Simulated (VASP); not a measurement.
# CdF2 (R3m) in VASP: a series of runs

The runs below take CdF2 through single point, with LDA.

Program: VASP 6.6.1. These are calculated values, not measurements. Logs are shortened: lines on timing, memory, paths and dates and some standing lists are left out, and cuts for length are marked.

**1. The cell of the first run**

Symmetry: R3m, No. 160, trigonal system. The conventional cell has a = 3.746 Å, b = 3.746 Å, c = 9.176 Å, α = 90.00°, β = 90.00°, γ = 120.00°. Within 2.9 Å of Cd (site symmetry 3m) lie 8 F at 2.18 to 2.41 Å. F (site symmetry 3m) has 4 Cd at 2.18 to 2.33 Å and 6 F at 2.65 Å within 2.9 Å. F (site symmetry 3m) has 4 Cd at 2.26 to 2.41 Å and 6 F at 2.65 Å within 3.0 Å.

**2. Single point, LDA (all Cd atoms moved +0.113 Å, as atom 1 along Cartesian [1 1 1])**

INCAR

```
  PREC = Accurate
  ENCUT = 520
  EDIFF = 1E-6
  ISMEAR = 0
  SIGMA = 0.05
  LREAL = F
  LASPH = T
  NELM = 80
  ALGO = Normal
  ISIF = 2
  LWAVE = F
  LCHARG = F
  GGA = CA
  NBANDS = 20
```

KPOINTS

```
regular mesh
0
Gamma
  8 8 8
```

POSCAR

```
CdF2
1.0
    0.0000000000      2.6488277134      2.6488277134
    2.6488277134      0.0000000000      2.6488277134
    2.6488277134      2.6488277134      0.0000000000
Cd F
1 2
Direct
    0.0122605002      0.0122605002      0.0122605002
    0.2500000000      0.2500000000      0.2500000000
    0.7500000000      0.7500000000      0.7500000000
```

Potentials or basis: VASP PAW LDA potentials, release 64 (Cd, F).

The run is started by

```console
$ cat potpaw_LDA.64/Cd/POTCAR potpaw_LDA.64/F/POTCAR > POTCAR
$ mpirun -np 1 vasp_std > vasp.out
```

OUTCAR:

```text
PREC = Accurate
   ENCUT = 520
   EDIFF = 1E-6
   ISMEAR = 0
   LREAL = F
   LASPH = T
   NELM = 80
   ISIF = 2
   GGA = CA

 ion  position               nearest neighbor table
   1  0.012  0.012  0.012-   2 2.18   3 2.26   3 2.26   3 2.26   2 2.33   2 2.33   2 2.33   3 2.41

   2  0.250  0.250  0.250-   1 2.18   1 2.33   1 2.33   1 2.33
   3  0.750  0.750  0.750-   1 2.26   1 2.26   1 2.26   1 2.41

  LATTYP: Found a face centered cubic cell.
 ALAT       =     5.2976554268

  Lattice vectors:

 A1 = (   0.0000000000,   2.6488277134,   2.6488277134)
 A2 = (   2.6488277134,   0.0000000000,   2.6488277134)
 A3 = (   2.6488277134,   2.6488277134,   0.0000000000)

Analysis of symmetry for initial positions (statically):
=====================================================================
 Subroutine PRICEL returns:
 Original cell was already a primitive cell.

 Routine SETGRP: Setting up the symmetry group for a
 face centered cubic supercell.

 Subroutine GETGRP returns: Found  6 space group operations
 (whereof  6 operations were pure point group operations)
 out of a pool of 48 trial point group operations.

The static configuration has the point symmetry C_3v.

Analysis of symmetry for dynamics (positions and initial velocities):
=====================================================================
 Subroutine PRICEL returns:
 Original cell was already a primitive cell.

 Routine SETGRP: Setting up the symmetry group for a
 face centered cubic supercell.

 Subroutine GETGRP returns: Found  6 space group operations
 (whereof  6 operations were pure point group operations)
 out of a pool of 48 trial point group operations.

The dynamic configuration has the point symmetry C_3v.

 Subroutine INISYM returns: Found  6 space group operations
 (whereof  6 operations are pure point group operations),
 and found     1 'primitive' translations

----------------------------------------------------------------------------------------

                                     Primitive cell

  volume of cell :      37.1699

  direct lattice vectors                    reciprocal lattice vectors
     0.000000000  2.648827713  2.648827713    -0.188762749  0.188762749  0.188762749
[... 82 lines left out ...]
   ISPIN  =      1    spin polarized calculation?
   LNONCOLLINEAR =      F non collinear calculations
   LSORBIT =      F    spin-orbit coupling
   LASPH  =      T    aspherical Exc in radial PAW
   ENCUT  =  520.0 eV  38.22 Ry    6.18 a.u.   6.97  6.97  6.97*2*pi/ulx,y,z
   NELM   =     80;   NELMIN=  2; NELMDL= -5     # of ELM steps
   EDIFF  = 0.1E-05   stopping-criterion for ELM
   LREAL  =      F    real-space projection
   EDIFFG = 0.1E-04   stopping-criterion for IOM
   NSW    =      0    number of steps for IOM
   IBRION =     -1    ionic relax: 0-MD 1-quasi-New 2-CG
   NFREE  =      0    steps in history (QN), initial steepest desc. (CG)
   ISIF   =      2    stress and relaxation
   ISYM   =      2    0-nonsym 1-usesym 2-fastsym
   POTIM  = 0.5000    time-step for ionic-motion
   TEBEG  =    0.0;   TEEND  =   0.0 temperature during run
   PSTRESS=    0.0 pullay stress
   NELECT =      26.0000    total number of electrons
   NUPDOWN=      -1.0000    fix difference up-down
   EMIN   =  10.00;   EMAX   =-10.00  energy-range for DOS
   EFERMI =   0.00;   METHOD = LEGACY
   ISMEAR =     0;   SIGMA  =   0.05  broadening in eV -4-tet -1-fermi 0-gaus
   EFERMI_NEDOS =   21; number of points for ismear=-14 and -15
   IALGO  =     38    algorithm
   IMIX   =      4    mixing-type and parameters
     AMIX     =   0.40;   BMIX     =  1.00
     AMIX_MAG =   1.60;   BMIX_MAG =  1.00
  volume/ion in A,a.u.               =      12.39        83.61
  Fermi-wavevector in a.u.,A,eV,Ry     =   1.453234  2.746214 28.733998  2.111889
  Thomas-Fermi vector in A             =   2.570524
   LORBIT       =      0    0 simple, 1 ext, 2 COOP (PROOUT), +10 PAW based schemes
   GGA     = CA    functional components
   LHFCALC =     F    Hartree Fock is set to
   AEXX    =    0.0000 exact exchange contribution
   IVDW    =     0    specifies the selected vdW correction
   LEPSILON=     F    determine dielectric tensor
   LRPA    =     F    only Hartree local field effects (RPA)
 non-spin polarized calculation
 Gauss-broadening in eV      SIGMA  =   0.05
  energy-cutoff  :      520.00
  volume of cell :       37.17
 maximum number of plane-waves:      1012
   NGX = 13   NGY = 13   NGZ = 13

 number of electron      26.0000026 magnetization

 Free energy of the ion-electron system (eV)
  ---------------------------------------------------
  ext. energy  EPLUGINS =         0.00000000
  ---------------------------------------------------
  free energy    TOTEN  =       -12.69115129 eV

  energy without entropy =      -12.69115129  energy(sigma->0) =      -12.69115129

 E-fermi :  -0.9310     XC(G=0): -11.4008

 val. band max:       -1.2589898265   @ k =  -0.2500   0.5000   0.2500
 cond. band min:       1.7293731962   @ k =   0.0000   0.0000   0.0000
 fundamental gap:      2.9883630227
 Fermi energy:        -0.9310454315

 k-point     1 :       0.0000    0.0000    0.0000
  band No.  band energies     occupation
      1     -22.0182      2.00000
      2     -20.6837      2.00000
      3      -7.0965      2.00000
      4      -7.0934      2.00000
      5      -7.0934      2.00000
      6      -5.5876      2.00000
[... 541 lines left out ...]
     19      16.8688      0.00000
     20      19.8674      0.00000

 [... further k-points ...]

------------------------ aborting loop because EDIFF is reached ----------------------------------------

  FORCE on cell =-STRESS in cart. coord.  units (eV):
  Direction    XX          YY          ZZ          XY          YZ          ZX
  --------------------------------------------------------------------------------------
  -------------------------------------------------------------------------------------
  Total        0.4802442      0.4802442      0.4802442      0.1377929      0.1377929      0.1377929
  in kB       20.7005372     20.7005372     20.7005372      5.9394528      5.9394528      5.9394528
  external PRESSURE =      20.7005372 kB  Pullay stress =       0.0000000 kB

 VOLUME and BASIS-vectors are now :
 -----------------------------------------------------------------------------
  energy-cutoff  :      520.00
  volume of cell :       37.17
      direct lattice vectors                 reciprocal lattice vectors
     0.000000000  2.648827713  2.648827713    -0.188762749  0.188762749  0.188762749
     2.648827713  0.000000000  2.648827713     0.188762749 -0.188762749  0.188762749
     2.648827713  2.648827713  0.000000000     0.188762749  0.188762749 -0.188762749

 POSITION                                       TOTAL-FORCE (eV/Angst)
 -----------------------------------------------------------------------------------
      0.06495      0.06495      0.06495        -0.455754     -0.455754     -0.455754
      1.32441      1.32441      1.32441         0.301945      0.301945      0.301945
      3.97324      3.97324      3.97324         0.153809      0.153809      0.153809
 -----------------------------------------------------------------------------------
    total drift:                                0.000156      0.000156      0.000156

  FREE ENERGIE OF THE ION-ELECTRON SYSTEM (eV)
  ---------------------------------------------------
  free  energy   TOTEN  =       -12.6911512874 eV

  energy  without entropy=      -12.6911512874  energy(sigma->0) =      -12.69115129
```

OSZICAR:

```text
N       E                     dE             d eps       ncg     rms          rms(c)
DAV:   1     0.198499711077E+03    0.19850E+03   -0.15490E+04  2656   0.133E+03
DAV:   2    -0.573677504681E+01   -0.20424E+03   -0.19663E+03  2804   0.347E+02
DAV:   3    -0.141710659594E+02   -0.84343E+01   -0.84116E+01  2964   0.778E+01
DAV:   4    -0.142067787976E+02   -0.35713E-01   -0.35711E-01  2812   0.528E+00
DAV:   5    -0.142069080796E+02   -0.12928E-03   -0.12928E-03  2944   0.284E-01    0.110E+01
DAV:   6    -0.127089622280E+02    0.14979E+01   -0.33794E+00  3436   0.354E+01    0.837E+00
DAV:   7    -0.127223534318E+02   -0.13391E-01   -0.70756E-01  2676   0.791E+00    0.476E+00
DAV:   8    -0.126992665603E+02    0.23087E-01   -0.12833E-01  2788   0.335E+00    0.676E-01
DAV:   9    -0.126908584787E+02    0.84081E-02   -0.27874E-02  3348   0.232E+00    0.913E-02
DAV:  10    -0.126911348415E+02   -0.27636E-03   -0.26271E-03  2696   0.502E-01    0.707E-02
DAV:  11    -0.126911518721E+02   -0.17031E-04   -0.48030E-05  2968   0.837E-02    0.210E-02
DAV:  12    -0.126911512874E+02    0.58464E-06   -0.91674E-06  2692   0.267E-02
   1 F= -.12691151E+02 E0= -.12691151E+02  d E =-.686059E-22
```

stdout:

```text
POSCAR found type information on POSCAR CdF
 POSCAR found :  2 types and       3 ions
 scaLAPACK will be used
 LDA part: xc-table for (Slater(with rela. corr.)+CA(PZ))
 , standard interpolation
 POSCAR, INCAR and KPOINTS ok, starting setup
 FFT: planning ... GRIDC
 FFT: planning ... GRID_SOFT
 FFT: planning ... GRID
 WAVECAR not read
 entering main loop
```

It took 29 s on 1 thread of Intel Xeon Platinum 8259CL at 2.50GHz (Skylake/Cascade Lake), shared host; peak memory 0.17 GiB.

Results:

```
Free energy            : -12.6912 eV
Pressure               : 2.1 GPa
Largest force          : 0.789 eV/Å
Band gap on the k mesh : 2.99 eV (least direct gap 3.39 eV)
```

Forces in eV/Å, atoms in the order of the input:
```
Cd  -0.456 -0.456 -0.456
F    0.302  0.302  0.302
F    0.154  0.154  0.154
```

Caveat: the cell differs from its parent crystal (all Cd atoms moved +0.113 Å, as atom 1 along Cartesian [1 1 1]). A k mesh can miss the band edges.

**3. Single point, LDA (all Cd atoms moved +0.037 Å, as atom 1 along Cartesian [1 1 1])**

INCAR

```
PREC     = Accurate       # precision mode
ENCUT    = 520            # plane-wave cutoff, eV
EDIFF    = 1E-6           # SCF threshold, eV
ISMEAR   = 0              # smearing method
SIGMA    = 0.05           # smearing width, eV
LREAL    = False          # projectors in reciprocal space
LASPH    = True           # aspherical terms in the spheres
NELM     = 100            # most SCF steps
ALGO     = Normal         # electronic algorithm
ISIF     = 2              # what is computed and relaxed
LWAVE    = False          # write WAVECAR
LCHARG   = True           # write CHGCAR
LELF     = True           # ELF
LVHAR    = True         
NBANDS   = 20             # bands
```

KPOINTS is that of step 2.

POSCAR, as its differences from that of step 2:

```diff
@@ -8,3 +8,3 @@
 Direct
-    0.0122605002      0.0122605002      0.0122605002
+    0.0040868334      0.0040868334      0.0040868334
     0.2500000000      0.2500000000      0.2500000000
```

Potentials or basis: VASP PAW LDA potentials, release 64 (Cd, F).

The run is started by

```console
$ cat potpaw_LDA.64/Cd/POTCAR potpaw_LDA.64/F/POTCAR > POTCAR
$ mpirun -np 1 vasp_std > vasp.out
```

It took 32 s on 1 thread of Intel Xeon Platinum 8259CL at 2.50GHz (Skylake/Cascade Lake), shared host; peak memory 0.17 GiB.

The run converged. Its results:

- Free energy: -12.7296 eV
- Pressure: 1.4 GPa
- Largest force: 0.249 eV/Å
- Band gap on the k mesh: 2.98 eV (least direct gap 3.39 eV)

Forces in eV/Å, atoms in the order of the input:
```
Cd  -0.144 -0.144 -0.144
F    0.080  0.080  0.080
F    0.064  0.064  0.064
```

Stress tensor (GPa, compression positive):
```
1.35 0.06 0.06
0.06 1.35 0.06
0.06 0.06 1.35
```

Levels at points of the mesh, in eV from the valence-band top:
```tsv
k point	band 9	band 10	band 11	band 12	band 13	band 14	band 15	band 16	band 17	band 18
(0.00, 0.00, 0.00)	-1.14	-1.14	-0.41	-0.41	-0.41	2.98	12.54	12.54	12.54	17.57
(0.50, 0.00, 0.00)	-2.60	-2.10	-2.10	-0.35	-0.35	7.33	8.95	14.58	14.59	18.13
(0.50, 0.50, 0.50)	-2.59	-2.11	-2.11	-0.35	-0.35	7.33	8.95	14.58	14.58	18.14
(0.50, 0.50, 0.00)	-3.34	-3.13	-0.62	-0.10	-0.10	8.16	9.62	11.54	14.39	14.39
```

Caveat: the cell differs from its parent crystal (all Cd atoms moved +0.037 Å, as atom 1 along Cartesian [1 1 1]). A k mesh can miss the band edges.
